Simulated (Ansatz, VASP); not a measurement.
Two plane-wave programs on C

INCAR

```
ALGO = Normal
EDIFF = 1E-6
EDIFFG = -0.01
ENCUT = 600
GGA = PE
IBRION = 2
ISIF = 3
ISMEAR = 0
LASPH = True
LCHARG = False
LREAL = False
LWAVE = False
NELM = 60
NSW = 100
PREC = Accurate
SIGMA = 0.02
```

The input KPOINTS:

```
k-points
0
Gamma
  20 20 6
```

POSCAR

```
C
1.0
    0.6407044482     -4.2853374641      0.0000000000
    0.6407044482      4.2853374641      0.0000000000
    0.0000000000      0.0000000000      4.2910227283
C
1
Direct
    0.0000000000      0.0000000000      0.0000000000
```

Input for Ansatz:

```yaml
crystal:
  lattice:
    - [0.6407044482, -4.2853374641, 0.0]
    - [0.6407044482, 4.2853374641, 0.0]
    - [0.0, 0.0, 4.2910227283]
  atoms:
    - { symbol: C, position: [0.0, 0.0, 0.0] }
basis:
  ecutwfc: 420
kpoints:
  mp_grid: { grid: [20, 20, 6] }
hamiltonian:
  xc: pbe
scf:
  occupations: { method: gaussian, width: 0.02 }
output:
  forces: true
  stress: true
  eigenvalues: true
relax:
  adjacent_minimum: "off"
  f_tol: 0.01
  max_steps: 80
  cell: { stress_tol: 0.05 }
```

Alike in both runs: task relaxation of cell and atoms; functional PBE; k mesh 20 × 20 × 6; occupations gaussian, width 0.02 eV; no spin polarisation.

|  | VASP | Ansatz |
| --- | --- | --- |
| version | VASP 6.6.1 | Ansatz 0.2.0 |
| potentials or method | VASP PAW PBE potentials, release 64 (C), cutoff 600 eV | scalar-relativistic, plane waves, PAW |
| valence electrons in the cell | 4 | 4 |

|  | VASP | Ansatz | Ansatz less VASP |
| --- | --- | --- | --- |
| gap on the k mesh at the Fermi level, each at its own relaxed structure (eV) | none | none | - |
| relaxed volume (Å³/atom) | 15.47 | 15.78 | +0.305 |
| relaxed cell length with the largest relative difference (Å) | 3.454 | 3.487 | +0.0330 |

A gap of «none» marks a metal or a gap that the smearing closes.

Noted on VASP's run: the volume moved by over 15 % at a fixed basis, so the end points are rough.
